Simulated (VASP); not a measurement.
# NaCl (Pm-3m) in VASP: further runs

The runs below take NaCl through single point, with r2SCAN, PBE, LDA.

Program: VASP 6.6.1. These are calculated values, not measurements. Logs are shortened: lines on timing, memory, paths and dates and some standing lists are left out, and cuts for length are marked.

## 1. The cell of the first run

It takes space group Pm-3m (No. 221, cubic). The conventional cell has a = 3.460 Å, b = 3.460 Å, c = 3.460 Å, α = 90.00°, β = 90.00°, γ = 90.00°. Within 3.9 Å of Na (site symmetry m-3m) lie 8 Cl at 3.00 Å and 6 Na at 3.46 Å. Within 3.9 Å of Cl (site symmetry m-3m) lie 8 Na at 3.00 Å and 6 Cl at 3.46 Å.

## 2. Single point, r2SCAN

Input file POSCAR:

```
NaCl
1.0
    3.4595452951      0.0000000000      0.0000000000
    0.0000000000      3.4595452951      0.0000000000
    0.0000000000      0.0000000000      3.4595452951
Na Cl
1 1
Direct
    0.0000000000      0.0000000000      0.0000000000
    0.5000000000      0.5000000000      0.5000000000
```

Input file INCAR.step1:

```
SYSTEM = NaCl
ALGO = Normal
EDIFF = 1E-4
ENCUT = 520
GGA = PE
ISMEAR = -1
LASPH = .True.
LCHARG = .False.
LREAL = .False.
LWAVE = .True.
NBANDS = 14
NELM = 60
PREC = Accurate
SIGMA = 0.02
```

Input file INCAR.step2:

```
SYSTEM = NaCl
ALGO = Normal
EDIFF = 1E-7
ENCUT = 520
ISIF = 2
ISMEAR = -1
ISTART = 1
LASPH = .True.
LCHARG = .False.
LMIXTAU = .True.
LREAL = .False.
LWAVE = .False.
METAGGA = R2SCAN
NBANDS = 14
NELM = 60
PREC = Accurate
SIGMA = 0.02
```

Input file KPOINTS:

```
k-points
0
Gamma
  6 6 6
  0 0 0
```

Potentials or basis: VASP PAW PBE potentials, release 64 (Na_pv, Cl).

Command:

```
> cat potpaw_PBE.64/Na_pv/POTCAR potpaw_PBE.64/Cl/POTCAR > POTCAR
> cp INCAR.step1 INCAR
> mpirun -np 1 vasp_std > vasp.out
> cp INCAR.step2 INCAR
> mpirun -np 1 vasp_std > vasp.out
```

OUTCAR:

```text
SYSTEM = NaCl
   EDIFF = 1E-7
   ENCUT = 520
   ISIF = 2
   ISMEAR = -1
   ISTART = 1
   LASPH = .True.
   LREAL = .False.
   METAGGA = R2SCAN
   NELM = 60
   PREC = Accurate

 ion  position               nearest neighbor table
   1  0.000  0.000  0.000-
   2  0.500  0.500  0.500-

  LATTYP: Found a simple cubic cell.
 ALAT       =     3.4595452951

  Lattice vectors:

 A1 = (   3.4595452951,   0.0000000000,   0.0000000000)
 A2 = (   0.0000000000,   3.4595452951,   0.0000000000)
 A3 = (   0.0000000000,   0.0000000000,   3.4595452951)

Analysis of symmetry for initial positions (statically):
=====================================================================
 Subroutine PRICEL returns:
 Original cell was already a primitive cell.

 Routine SETGRP: Setting up the symmetry group for a
 simple cubic supercell.

 Subroutine GETGRP returns: Found 48 space group operations
 (whereof 48 operations were pure point group operations)
 out of a pool of 48 trial point group operations.

The static configuration has the point symmetry O_h .

Analysis of symmetry for dynamics (positions and initial velocities):
=====================================================================
 Subroutine PRICEL returns:
 Original cell was already a primitive cell.

 Routine SETGRP: Setting up the symmetry group for a
 simple cubic supercell.

 Subroutine GETGRP returns: Found 48 space group operations
 (whereof 48 operations were pure point group operations)
 out of a pool of 48 trial point group operations.

The dynamic configuration has the point symmetry O_h .

 Subroutine INISYM returns: Found 48 space group operations
 (whereof 48 operations are pure point group operations),
 and found     1 'primitive' translations

----------------------------------------------------------------------------------------

                                     Primitive cell

  volume of cell :      41.4054

  direct lattice vectors                    reciprocal lattice vectors
     3.459545295  0.000000000  0.000000000     0.289055328  0.000000000  0.000000000
     0.000000000  3.459545295  0.000000000     0.000000000  0.289055328  0.000000000
[... 84 lines left out ...]
   IBRION =     -1    ionic relax: 0-MD 1-quasi-New 2-CG
   NFREE  =      0    steps in history (QN), initial steepest desc. (CG)
   ISIF   =      2    stress and relaxation
   ISYM   =      2    0-nonsym 1-usesym 2-fastsym
   POTIM  = 0.5000    time-step for ionic-motion
   TEBEG  =    0.0;   TEEND  =   0.0 temperature during run
   PSTRESS=    0.0 pullay stress
   NELECT =      14.0000    total number of electrons
   NUPDOWN=      -1.0000    fix difference up-down
   EMIN   =  10.00;   EMAX   =-10.00  energy-range for DOS
   EFERMI =   0.00;   METHOD = LEGACY
   ISMEAR =    -1;   SIGMA  =   0.02  broadening in eV -4-tet -1-fermi 0-gaus
   EFERMI_NEDOS =   21; number of points for ismear=-14 and -15
   IALGO  =     38    algorithm
   IMIX   =      4    mixing-type and parameters
     AMIX     =   0.40;   BMIX     =  1.00
     AMIX_MAG =   1.60;   BMIX_MAG =  1.00
  volume/ion in A,a.u.               =      20.70       139.71
  Fermi-wavevector in a.u.,A,eV,Ry     =   1.140508  2.155248 17.697906  1.300759
  Thomas-Fermi vector in A             =   2.277210
   LORBIT       =      0    0 simple, 1 ext, 2 COOP (PROOUT), +10 PAW based schemes
   METAGGA = R2SCAN    functional components
   LHFCALC =     F    Hartree Fock is set to
   AEXX    =    0.0000 exact exchange contribution
   IVDW    =     0    specifies the selected vdW correction
   LEPSILON=     F    determine dielectric tensor
   LRPA    =     F    only Hartree local field effects (RPA)
 non-spin polarized calculation
  energy-cutoff  :      520.00
  volume of cell :       41.41
 maximum number of plane-waves:      1141
 NGX is ok and might be reduce to    28
   NGX = 13   NGY = 13   NGZ = 13

 number of electron      13.9999999 magnetization

 Free energy of the ion-electron system (eV)
  ---------------------------------------------------
  ext. energy  EPLUGINS =         0.00000000
  ---------------------------------------------------
  free energy    TOTEN  =       -13.46547852 eV

  energy without entropy =      -13.46547852  energy(sigma->0) =      -13.46547852

 E-fermi :   0.7713     XC(G=0):  -9.0754

 val. band max:        0.2978062117   @ k =   0.5000   0.5000   0.0000
 cond. band min:       5.2484170462   @ k =   0.0000   0.0000   0.0000
 fundamental gap:      4.9506108345
 Fermi energy:         0.7713256485

 k-point     1 :       0.0000    0.0000    0.0000
  band No.  band energies     occupation
      1     -22.4989      2.00000
      2     -22.4989      2.00000
      3     -22.4989      2.00000
      4     -13.7978      2.00000
      5      -0.2383      2.00000
      6      -0.2383      2.00000
      7      -0.2383      2.00000
      8       5.2484      0.00000
      9       9.4372      0.00000
     10       9.4372      0.00000
     11      17.0980      0.00000
     12      17.0980      0.00000
     13      17.0980      0.00000
     14      17.6148      0.00000
[... 309 lines left out ...]
      1     -22.5266      2.00000
      2     -22.5266      2.00000
      3     -22.5266      2.00000
      4     -12.7823      2.00000
      5      -1.7171      2.00000
      6      -1.7171      2.00000
      7      -1.7171      2.00000
      8       8.0494      0.00000
      9       8.0494      0.00000
     10       8.0494      0.00000
     11      13.5820      0.00000
     12      17.6452      0.00000
     13      17.6452      0.00000
     14      17.6452      0.00000

------------------------ aborting loop because EDIFF is reached ----------------------------------------

  FORCE on cell =-STRESS in cart. coord.  units (eV):
  Direction    XX          YY          ZZ          XY          YZ          ZX
  --------------------------------------------------------------------------------------
  -------------------------------------------------------------------------------------
  Total       -0.0689321     -0.0689321     -0.0689321      0.0000000     -0.0000000      0.0000000
  in kB       -2.6673211     -2.6673211     -2.6673211      0.0000000     -0.0000000      0.0000000
  external PRESSURE =      -2.6673211 kB  Pullay stress =       0.0000000 kB

 VOLUME and BASIS-vectors are now :
 -----------------------------------------------------------------------------
  energy-cutoff  :      520.00
  volume of cell :       41.41
      direct lattice vectors                 reciprocal lattice vectors
     3.459545295  0.000000000  0.000000000     0.289055328  0.000000000  0.000000000
     0.000000000  3.459545295  0.000000000     0.000000000  0.289055328  0.000000000
     0.000000000  0.000000000  3.459545295     0.000000000  0.000000000  0.289055328

 POSITION                                       TOTAL-FORCE (eV/Angst)
 -----------------------------------------------------------------------------------
      0.00000      0.00000      0.00000         0.000000      0.000000      0.000000
      1.72977      1.72977      1.72977         0.000000      0.000000      0.000000
 -----------------------------------------------------------------------------------
    total drift:                               -0.000000      0.000000      0.000000

  FREE ENERGIE OF THE ION-ELECTRON SYSTEM (eV)
  ---------------------------------------------------
  free  energy   TOTEN  =       -13.4654785229 eV

  energy  without entropy=      -13.4654785229  energy(sigma->0) =      -13.46547852
```

OUTCAR.step1:

```text
SYSTEM = NaCl
   EDIFF = 1E-4
   ENCUT = 520
   GGA = PE
   ISMEAR = -1
   LASPH = .True.
   LREAL = .False.
[... 553 lines left out ...]
      0.00000      0.00000      0.00000         0.000000      0.000000      0.000000
      1.72977      1.72977      1.72977         0.000000      0.000000      0.000000
 -----------------------------------------------------------------------------------
    total drift:                               -0.000000      0.000000      0.000000

  FREE ENERGIE OF THE ION-ELECTRON SYSTEM (eV)
  ---------------------------------------------------
  free  energy   TOTEN  =        -6.4624356122 eV

  energy  without entropy=       -6.4624356122  energy(sigma->0) =       -6.46243561
```

Wall time 2.2 min (1 thread of AMD EPYC 7R13, shared host); peak memory 0.13 GiB.

What came out:

* Free energy: -13.4655 eV
* Pressure: -0.3 GPa
* Band gap on the k mesh: 4.95 eV, indirect (least direct gap 5.49 eV)

Caveat: the PAW data sets were made with another functional, which shifts forces and pressure a little. A k mesh can miss the band edges.

## 3. Single point, PBE

Input file INCAR:

```
ALGO     = Normal         # electronic algorithm
EDIFF    = 1E-6           # SCF threshold, eV
ENCUT    = 520            # plane-wave cutoff, eV
GGA      = PE             # functional
ISIF     = 2              # what is computed and relaxed
ISMEAR   = -1             # smearing method
LASPH    = T              # aspherical terms in the spheres
LCHARG   = F              # write CHGCAR
LREAL    = F              # projectors in reciprocal space
LWAVE    = F              # write WAVECAR
NBANDS   = 14             # bands
NELM     = 60             # most SCF steps
PREC     = Accurate       # precision mode
SIGMA    = 0.02           # smearing width, eV
```

Input file KPOINTS:

```
k-points
0
Gamma
  8 8 8
```

POSCAR is that of step 2.

Potentials or basis: VASP PAW PBE potentials, release 64 (Na_pv, Cl).

Command:

```
> cat potpaw_PBE.64/Na_pv/POTCAR potpaw_PBE.64/Cl/POTCAR > POTCAR
> mpirun -np 1 vasp_std > vasp.out
```

It took 44 s on 1 thread of AMD EPYC 7R13, shared host; peak memory 0.12 GiB.

It converged, with:

- Free energy: -6.4628 eV
- Pressure: 1.1 GPa
- Band gap on the k mesh: 4.10 eV, indirect (least direct gap 4.63 eV)

Levels at points of the mesh, in eV from the valence-band top:
```tsv
k point	band 3	band 4	band 5	band 6	band 7	band 8	band 9	band 10	band 11	band 12
(0.00, 0.00, 0.00)	-22.04	-13.51	-0.52	-0.52	-0.52	4.10	8.54	8.54	16.04	16.04
(0.50, 0.00, 0.00)	-22.03	-13.11	-3.11	-0.27	-0.27	7.04	8.82	10.50	11.93	11.93
(0.50, 0.50, 0.00)	-22.03	-12.82	-2.39	-2.39	0.00	5.54	9.96	11.27	11.27	12.66
(0.50, 0.50, 0.50)	-22.07	-12.52	-1.96	-1.96	-1.96	7.12	7.12	7.12	11.95	16.24
```

A k mesh can miss the band edges. As with any semilocal functional, this PBE gap is likely too small.

## 4. Single point, LDA

Input file INCAR:

```
  ALGO = Normal
  EDIFF = 1E-7
  ENCUT = 520
  GGA = CA
  ISIF = 2
  ISMEAR = 0
  LASPH = T
  LCHARG = F
  LREAL = F
  LWAVE = F
  NBANDS = 14
  NELM = 80
  PREC = Accurate
  SIGMA = 0.01
```

KPOINTS is that of step 3.

POSCAR is that of step 3.

Potentials or basis: VASP PAW LDA potentials, release 64 (Na_pv, Cl).

Command:

```
> cat potpaw_LDA.64/Na_pv/POTCAR potpaw_LDA.64/Cl/POTCAR > POTCAR
> mpirun -np 1 vasp_std > vasp.out
```

Wall time 43 s (1 thread of AMD EPYC 7R13, shared host); peak memory 0.11 GiB.

The run converged. Its results:

```yaml
Free_energy: -7.0984 eV
Pressure: -2.3 GPa
Band_gap_on_the_k_mesh: 3.73 eV, indirect (least direct gap 4.27 eV)
```

Levels at points of the mesh, in eV from the valence-band top:
```
           k point  band 4  band 5  band 6  band 7  band 8  band 9  band 10  band 11
(0.00, 0.00, 0.00)  -13.45   -0.54   -0.54   -0.54    3.73    8.24     8.24    15.61
(0.50, 0.00, 0.00)  -13.03   -3.22   -0.28   -0.28    6.66    8.50    10.29    11.69
(0.50, 0.50, 0.00)  -12.73   -2.47   -2.47    0.00    5.19    9.67    10.88    10.88
(0.50, 0.50, 0.50)  -12.42   -2.02   -2.02   -2.02    6.78    6.78     6.78    11.57
```

## 5. The runs side by side

| level | potentials or basis | k mesh | smearing | gap on the mesh (eV) | pressure (GPa) |
| --- | --- | --- | --- | --- | --- |
| r2SCAN | VASP PAW PBE potentials, release 64 (Na_pv, Cl) | 6 × 6 × 6 | fermi-dirac 0.02 eV | 4.95 | -0.3 |
| PBE | VASP PAW PBE potentials, release 64 (Na_pv, Cl) | 8 × 8 × 8 | fermi-dirac 0.02 eV | 4.10 | 1.1 |
| LDA | VASP PAW LDA potentials, release 64 (Na_pv, Cl) | 8 × 8 × 8 | gaussian 0.01 eV | 3.73 | -2.3 |

Alike in all rows: task single point; no spin polarisation; cell a = 3.460 Å, 2 atoms; cutoff (eV) 520.

Caveats: the PAW data sets were made with another functional, which shifts forces and pressure a little (some runs).

Absolute energies hang on the potentials; compare differences alone.
